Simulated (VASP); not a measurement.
# Be (P6_3/mmc) in VASP: further runs

Runs on Be. Level: PBE. Tasks: relaxation of cell and atoms.

Everything below comes from runs of VASP 6.6.1. Logs are shortened: lines on timing, memory, paths and dates and some standing lists are left out, and cuts for length are marked.

**1. The cell of the first run**

Symmetry: P6_3/mmc, No. 194, hexagonal system. The conventional cell has a = 1.775 Å, b = 1.775 Å, c = 2.876 Å, α = 90.00°, β = 90.00°, γ = 120.00°. Within 2.3 Å of Be (site symmetry -6m2) lie 12 Be at 1.77 to 1.78 Å.

**2. Relaxation of cell and atoms, PBE, target pressure 270 GPa, at which the enthalpy is minimised**

Input file INCAR:

```
ALGO     = Normal         # electronic algorithm
EDIFF    = 1E-7           # SCF threshold, eV
EDIFFG   = -0.005         # ionic threshold
ENCUT    = 600            # plane-wave cutoff, eV
GGA      = PE             # functional
IBRION   = 2              # ionic algorithm
ISIF     = 3              # what is computed and relaxed
ISMEAR   = -1             # smearing method
LASPH    = T              # aspherical terms in the spheres
LCHARG   = F              # write CHGCAR
LREAL    = F              # projectors in reciprocal space
LWAVE    = F              # write WAVECAR
NELM     = 80             # most SCF steps
NSW      = 60             # ionic steps
PREC     = Accurate       # precision mode
PSTRESS  = 2700.0       
SIGMA    = 0.1            # smearing width, eV
```

Input file KPOINTS:

```
k-points
0
Gamma
  25 25 13
```

Input file POSCAR:

```
Be
1.0
    1.7751052263      0.0000000000      0.0000000000
   -0.8875526132      1.5372862204      0.0000000000
    0.0000000000      0.0000000000      2.8756704667
Be
2
Direct
    0.3333333333      0.6666666667      0.2500000000
    0.6666666667      0.3333333333      0.7500000000
```

Potentials or basis: VASP PAW PBE potentials, release 64 (Be).

On the command line:

```console
$ cat potpaw_PBE.64/Be/POTCAR > POTCAR
$ mpirun -np 1 vasp_std > vasp.out
```

OUTCAR:

```text
EDIFF = 1E-7
   EDIFFG = -0.005
   ENCUT = 600
   GGA = PE
   IBRION = 2
   ISIF = 3
   ISMEAR = -1
   LASPH = T
   LREAL = F
   NELM = 80
   NSW = 60
   PREC = Accurate
   PSTRESS = 2700.0

 ion  position               nearest neighbor table
   1  0.333  0.667  0.250-   2 1.77   2 1.77   2 1.77   2 1.77   2 1.77   2 1.77
   2  0.667  0.333  0.750-   1 1.77   1 1.77   1 1.77   1 1.77   1 1.77   1 1.77

  LATTYP: Found a hexagonal cell.
 ALAT       =     1.7751052263
 C/A-ratio  =     1.6200000001

  Lattice vectors:

 A1 = (   1.7751052263,   0.0000000000,   0.0000000000)
 A2 = (  -0.8875526132,   1.5372862204,   0.0000000000)
 A3 = (   0.0000000000,   0.0000000000,   2.8756704667)

Analysis of symmetry for initial positions (statically):
=====================================================================
 Subroutine PRICEL returns:
 Original cell was already a primitive cell.

 Routine SETGRP: Setting up the symmetry group for a
 hexagonal supercell.

 Subroutine GETGRP returns: Found 24 space group operations
 (whereof 12 operations were pure point group operations)
 out of a pool of 24 trial point group operations.

The static configuration has the point symmetry D_3d.
 The point group associated with its full space group is D_6h.

Analysis of symmetry for dynamics (positions and initial velocities):
=====================================================================
 Subroutine PRICEL returns:
 Original cell was already a primitive cell.

 Routine SETGRP: Setting up the symmetry group for a
 hexagonal supercell.

 Subroutine GETGRP returns: Found 24 space group operations
 (whereof 12 operations were pure point group operations)
 out of a pool of 24 trial point group operations.

The dynamic configuration has the point symmetry D_3d.
 The point group associated with its full space group is D_6h.

 Subroutine INISYM returns: Found 24 space group operations
 (whereof 12 operations are pure point group operations),
 and found     1 'primitive' translations

----------------------------------------------------------------------------------------

                                     Primitive cell

  volume of cell :       7.8473

  direct lattice vectors                    reciprocal lattice vectors
     1.775105226  0.000000000  0.000000000     0.563346885  0.325248476  0.000000000
    -0.887552613  1.537286220  0.000000000     0.000000000  0.650496952  0.000000000
     0.000000000  0.000000000  2.875670467     0.000000000  0.000000000  0.347744991

  length of vectors
     1.775105226  1.775105226  2.875670467     0.650496952  0.650496952  0.347744991

  position of ions in fractional coordinates (direct lattice)
     0.333333333  0.666666667  0.250000000
     0.666666667  0.333333333  0.750000000

  ion indices of the primitive-cell ions
   primitive index   ion index
                 1           1
                 2           2

----------------------------------------------------------------------------------------

 KPOINTS: k-points

Automatic generation of k-mesh.
 Grid dimensions read from file:
 generate k-points for:   25   25   13

 Generating k-lattice:

  Cartesian coordinates                     Fractional coordinates (reciprocal lattice)
     0.022533875  0.013009939  0.000000000     0.040000000 -0.000000000  0.000000000
     0.000000000  0.026019878  0.000000000     0.000000000  0.040000000  0.000000000
     0.000000000  0.000000000  0.026749615     0.000000000  0.000000000  0.076923077

  Length of vectors
     0.026019878  0.026019878  0.026749615

  Shift w.r.t. Gamma in fractional coordinates (k-lattice)
     0.000000000  0.000000000  0.000000000

 Subroutine IBZKPT returns following result:
 ===========================================

 Found    455 irreducible k-points:

 Following reciprocal coordinates:
            Coordinates               Weight
  0.000000  0.000000  0.000000      1.000000
  0.040000 -0.000000  0.000000      6.000000
  0.080000 -0.000000  0.000000      6.000000
  0.120000 -0.000000  0.000000      6.000000
  0.160000 -0.000000  0.000000      6.000000
  0.200000 -0.000000  0.000000      6.000000
[... 16 lines left out ...]
  0.400000  0.040000  0.000000     12.000000
  0.440000  0.040000  0.000000     12.000000
 [... further k-points ...]
   k-points           NKPTS =    455   k-points in BZ     NKDIM =    455   number of bands    NBANDS=      6
   number of dos      NEDOS =    301   number of ions     NIONS =      2
   total plane-waves  NPLWV =   4704
   dimension x,y,z NGX =    14 NGY =   14 NGZ =   24
   dimension x,y,z NGXF=    28 NGYF=   28 NGZF=   48
   ions per type =               2
   NGX,Y,Z   is equivalent  to a cutoff of  13.11, 13.11, 13.87 a.u.
   NGXF,Y,Z  is equivalent  to a cutoff of  26.22, 26.22, 27.75 a.u.
 SYSTEM =  unknown system
   PREC   = accura    normal or accurate (medium, high low for compatibility)
   ISTART =      0    job   : 0-new  1-cont  2-samecut
   ICHARG =      2    charge: 1-file 2-atom 10-const
   ISPIN  =      1    spin polarized calculation?
   LNONCOLLINEAR =      F non collinear calculations
   LSORBIT =      F    spin-orbit coupling
   LASPH  =      T    aspherical Exc in radial PAW
   ENCUT  =  600.0 eV  44.10 Ry    6.64 a.u.   3.55  3.55  5.74*2*pi/ulx,y,z
   NELM   =     80;   NELMIN=  2; NELMDL= -5     # of ELM steps
   EDIFF  = 0.1E-06   stopping-criterion for ELM
   LREAL  =      F    real-space projection
   EDIFFG = -.5E-02   stopping-criterion for IOM
   NSW    =     60    number of steps for IOM
   IBRION =      2    ionic relax: 0-MD 1-quasi-New 2-CG
   NFREE  =      1    steps in history (QN), initial steepest desc. (CG)
   ISIF   =      3    stress and relaxation
   ISYM   =      2    0-nonsym 1-usesym 2-fastsym
   POTIM  = 0.5000    time-step for ionic-motion
   TEBEG  =    0.0;   TEEND  =   0.0 temperature during run
   PSTRESS= 2700.0 pullay stress
   NELECT =       4.0000    total number of electrons
   NUPDOWN=      -1.0000    fix difference up-down
   EMIN   =  10.00;   EMAX   =-10.00  energy-range for DOS
   EFERMI =   0.00;   METHOD = LEGACY
   ISMEAR =    -1;   SIGMA  =   0.10  broadening in eV -4-tet -1-fermi 0-gaus
   EFERMI_NEDOS =   21; number of points for ismear=-14 and -15
   IALGO  =     38    algorithm
   IMIX   =      4    mixing-type and parameters
     AMIX     =   0.40;   BMIX     =  1.00
     AMIX_MAG =   1.60;   BMIX_MAG =  1.00
  volume/ion in A,a.u.               =       3.92        26.48
  Fermi-wavevector in a.u.,A,eV,Ry     =   1.307742  2.471275 23.268547  1.710190
  Thomas-Fermi vector in A             =   2.438456
   LORBIT       =      0    0 simple, 1 ext, 2 COOP (PROOUT), +10 PAW based schemes
   GGA     = PE    functional components
   LHFCALC =     F    Hartree Fock is set to
   AEXX    =    0.0000 exact exchange contribution
   IVDW    =     0    specifies the selected vdW correction
   LEPSILON=     F    determine dielectric tensor
   LRPA    =     F    only Hartree local field effects (RPA)
 conjugate gradient relaxation of ions
 non-spin polarized calculation
  energy-cutoff  :      600.00
  volume of cell :        7.85
 maximum number of plane-waves:       278
   NGX =  7   NGY =  7   NGZ = 11

--------------------------------------- Ionic step        1  -------------------------------------------

 number of electron       4.0000000 magnetization

 Free energy of the ion-electron system (eV)
  ---------------------------------------------------
  ext. energy  EPLUGINS =         0.00000000
  ---------------------------------------------------
  free energy    TOTEN  =        -3.45714030 eV

  energy without entropy =       -3.45459208  energy(sigma->0) =       -3.45586619

------------------------ aborting loop because EDIFF is reached ----------------------------------------

  FORCE on cell =-STRESS in cart. coord.  units (eV):
  Direction    XX          YY          ZZ          XY          YZ          ZX
  --------------------------------------------------------------------------------------
  -------------------------------------------------------------------------------------
  Total       13.5452288     13.5452288     13.2644309     -0.0000000      0.0000000      0.0000000
  in kB     2765.5338247   2765.5338249   2708.2032269     -0.0000001      0.0000000      0.0000000
  external PRESSURE =      46.4236255 kB  Pullay stress =    2700.0000000 kB

 VOLUME and BASIS-vectors are now :
 -----------------------------------------------------------------------------
  energy-cutoff  :      600.00
  volume of cell :        7.85
      direct lattice vectors                 reciprocal lattice vectors
     1.775105226  0.000000000  0.000000000     0.563346885  0.325248476  0.000000000
    -0.887552613  1.537286220  0.000000000     0.000000000  0.650496952  0.000000000
     0.000000000  0.000000000  2.875670467     0.000000000  0.000000000  0.347744991
[... 122 lines left out ...]
  FREE ENERGIE OF THE ION-ELECTRON SYSTEM (eV)
  ---------------------------------------------------
  free  energy   TOTEN  =        -3.5261277349 eV

  energy  without entropy=       -3.5234639457  energy(sigma->0) =       -3.52479584

  enthalpy is  TOTEN    =         9.7661243274 eV   P V=       13.2922520622

--------------------------------------- Ionic step        5  -------------------------------------------

 number of electron       4.0000000 magnetization

 Free energy of the ion-electron system (eV)
  ---------------------------------------------------
  ext. energy  EPLUGINS =         0.00000000
  ---------------------------------------------------
  free energy    TOTEN  =        -3.53226495 eV

  energy without entropy =       -3.52962197  energy(sigma->0) =       -3.53094346

 E-fermi :  14.3192     XC(G=0): -13.1423

 val. band max:       14.2276048061   @ k =   0.3600   0.2800   0.3077
 cond. band min:      14.3224530698   @ k =   0.3600   0.2800   0.3846
 fundamental gap:      0.0948482637
 Fermi energy:        14.3192212090

 k-point     1 :       0.0000    0.0000    0.0000
  band No.  band energies     occupation
      1      -0.7318      2.00000
      2       6.2893      2.00000
      3      18.5572      0.00000
      4      42.3629      0.00000
      5      42.3629      0.00000
      6      46.6901      0.00000

 k-point     2 :       0.0400   -0.0000    0.0000
  band No.  band energies     occupation
      1      -0.6812      2.00000
      2       6.3882      2.00000
      3      18.5194      0.00000
      4      41.6469      0.00000
      5      41.6999      0.00000
      6      46.7831      0.00000
[... 181 lines left out ...]
 k-point    23 :       0.4000    0.0400    0.0000
  band No.  band energies     occupation
      1       5.0093      2.00000
      2      12.2364      2.00000
      3      17.0472      0.00000
      4      26.4755      0.00000
      5      27.5155      0.00000
      6      29.6026      0.00000

 k-point    24 :       0.4400    0.0400    0.0000
  band No.  band energies     occupation
      1       5.8671      2.00000
      2      11.1554      2.00000
      3      18.9337      0.00000
      4      25.0794      0.00000
      5      26.8015      0.00000
      6      28.7588      0.00000

 [... further k-points ...]

------------------------ aborting loop because EDIFF is reached ----------------------------------------

  FORCE on cell =-STRESS in cart. coord.  units (eV):
  Direction    XX          YY          ZZ          XY          YZ          ZX
  --------------------------------------------------------------------------------------
  -------------------------------------------------------------------------------------
  Total       13.2997403     13.2997403     13.3003961     -0.0000000     -0.0000000      0.0000000
  in kB     2700.2802959   2700.2802961   2700.4134293     -0.0000001     -0.0000000      0.0000000
  external PRESSURE =       0.3246738 kB  Pullay stress =    2700.0000000 kB

 VOLUME and BASIS-vectors are now :
 -----------------------------------------------------------------------------
  energy-cutoff  :      600.00
  volume of cell :        7.89
      direct lattice vectors                 reciprocal lattice vectors
     1.780879822 -0.000000000 -0.000000000     0.561520203  0.324193841 -0.000000000
    -0.890439911  1.542287167  0.000000000     0.000000000  0.648387681 -0.000000000
     0.000000000  0.000000000  2.873062271     0.000000000  0.000000000  0.348060677

 POSITION                                       TOTAL-FORCE (eV/Angst)
 -----------------------------------------------------------------------------------
     -0.00000      1.02819      0.71827        -0.000000      0.000000      0.000000
      0.89044      0.51410      2.15480         0.000000     -0.000000      0.000000
 -----------------------------------------------------------------------------------
    total drift:                                0.000000     -0.000000      0.000000

  FREE ENERGIE OF THE ION-ELECTRON SYSTEM (eV)
  ---------------------------------------------------
  free  energy   TOTEN  =        -3.5322649466 eV

  energy  without entropy=       -3.5296219747  energy(sigma->0) =       -3.53094346

  enthalpy is  TOTEN    =         9.7660948529 eV   P V=       13.2983597994

 reached required accuracy - stopping structural energy minimisation
```

It took 22 s on 1 thread of Intel Xeon Platinum 8559C (Emerald Rapids), shared host; peak memory 0.13 GiB.

Results:

```
Free energy                                                : -3.5323 eV
Relaxed volume                                             : 3.95 Å³/atom
Relaxed cell                                               : a = 1.781 Å, b = 1.781 Å, c = 2.873 Å, α = 90.00°, β = 90.00°, γ = 120.00°
Space group after relaxing (to 0.1 Å)                      : P6_3/mmc (No. 194)
Energy change on relaxing (the run minimises the enthalpy) : -37.6 meV/atom
Ionic steps                                                : 5
Pressure after relaxing                                    : 270.0 GPa
Band gap on the k mesh                                     : zero (bands 2 and 3 overlap by 2.47 eV)
```

Step by step:
| step | energy change (eV) | largest force (eV/Å) | pressure (GPa) | volume (Å³) |
| --- | --- | --- | --- | --- |
| 1 | 0.0000 | 0.0000 | 274.64 | 7.85 |
| 2 | -0.2171 | 0.0000 | 261.19 | 7.98 |
| 3 | -0.0844 | 0.0000 | 269.41 | 7.90 |
| 4 | -0.0690 | 0.0000 | 270.44 | 7.89 |
| 5 | -0.0751 | 0.0000 | 270.03 | 7.89 |

Final structure:
```yaml
crystal:
  lattice:
    - [1.78088, 0.00000, 0.00000]
    - [-0.89044, 1.54229, 0.00000]
    - [0.00000, 0.00000, 2.87306]
  atoms:
    - { symbol: Be, position: [0.33333, 0.66667, 0.25000] }
    - { symbol: Be, position: [0.66667, 0.33333, 0.75000] }
```

Levels at points of the mesh, in eV from the Fermi level:
```
           k point  band 1  band 2  band 3  band 4  band 5  band 6
(0.00, 0.00, 0.00)  -15.05   -8.03    4.24   28.04   28.04   32.37
```

Caveat: the cell is relaxed towards a set pressure, so the run minimises the enthalpy, not the energy.

**3. Relaxation of cell and atoms, PBE, target pressure 270 GPa, at which the enthalpy is minimised**

This run uses another cell than the first one, of 3.94 Å³/atom.

Input file INCAR:

```
PREC = Accurate
ENCUT = 600
EDIFF = 1E-6
ISMEAR = -1
SIGMA = 0.1
LREAL = False
LASPH = True
NELM = 100
ALGO = Normal
ISIF = 3
LWAVE = False
LCHARG = False
GGA = PE
IBRION = 2
NSW = 32
EDIFFG = -0.005
PSTRESS = 2700.0
```

Input file KPOINTS:

```
Automatic mesh
0
Gamma
  25 25 13
```

Input file POSCAR:

```
Be
1.0
    1.7797871965      0.0000000000      0.0000000000
   -0.8898935983      1.5413409255      0.0000000000
    0.0000000000      0.0000000000      2.8712846915
Be
2
Direct
    0.3333333333      0.6666666667      0.2500000000
    0.6666666667      0.3333333333      0.7500000000
```

Potentials or basis: VASP PAW PBE potentials, release 64 (Be).

On the command line:

```console
$ cat potpaw_PBE.64/Be/POTCAR > POTCAR
$ mpirun -np 1 vasp_std > vasp.out
```

Wall time 14 s (1 thread of Intel Xeon Platinum 8559C (Emerald Rapids), shared host); peak memory 0.13 GiB.

It converged, with:

```
Free energy                                                : -3.5321 eV
Relaxed volume                                             : 3.95 Å³/atom
Relaxed cell                                               : a = 1.781 Å, b = 1.781 Å, c = 2.873 Å, α = 90.00°, β = 90.00°, γ = 120.00°
Space group after relaxing (to 0.1 Å)                      : P6_3/mmc (No. 194)
Energy change on relaxing (the run minimises the enthalpy) : -12.2 meV/atom
Ionic steps                                                : 3
Pressure after relaxing                                    : 270.0 GPa
Band gap on the k mesh                                     : zero (bands 2 and 3 overlap by 2.47 eV)
```

Step by step:
```tsv
step	energy change (eV)	largest force (eV/Å)	pressure (GPa)	volume (Å³)
1	0.0000	0.0000	271.58	7.88
2	-0.0743	0.0000	266.91	7.92
3	-0.0244	0.0000	270.04	7.89
```

Final structure:
```cif
data_structure
_symmetry_space_group_name_H-M 'P 1'
_symmetry_Int_Tables_number 1
_cell_length_a 1.7809
_cell_length_b 1.7809
_cell_length_c 2.8731
_cell_angle_alpha 90.000
_cell_angle_beta 90.000
_cell_angle_gamma 120.000
_cell_volume 7.89
loop_
_atom_site_label
_atom_site_type_symbol
_atom_site_fract_x
_atom_site_fract_y
_atom_site_fract_z
_atom_site_occupancy
Be1 Be 0.33333 0.66667 0.25000 1
Be2 Be 0.66667 0.33333 0.75000 1
```

Levels at points of the mesh, in eV from the Fermi level:
| k point | band 1 | band 2 | band 3 | band 4 | band 5 | band 6 |
| --- | --- | --- | --- | --- | --- | --- |
| (0.00, 0.00, 0.00) | -15.05 | -8.03 | 4.24 | 28.04 | 28.04 | 32.37 |

Caveat: the cell is relaxed towards a set pressure, so the run minimises the enthalpy, not the energy.

The gap in the log of VASP goes by the Fermi energy; the results here count the filled bands.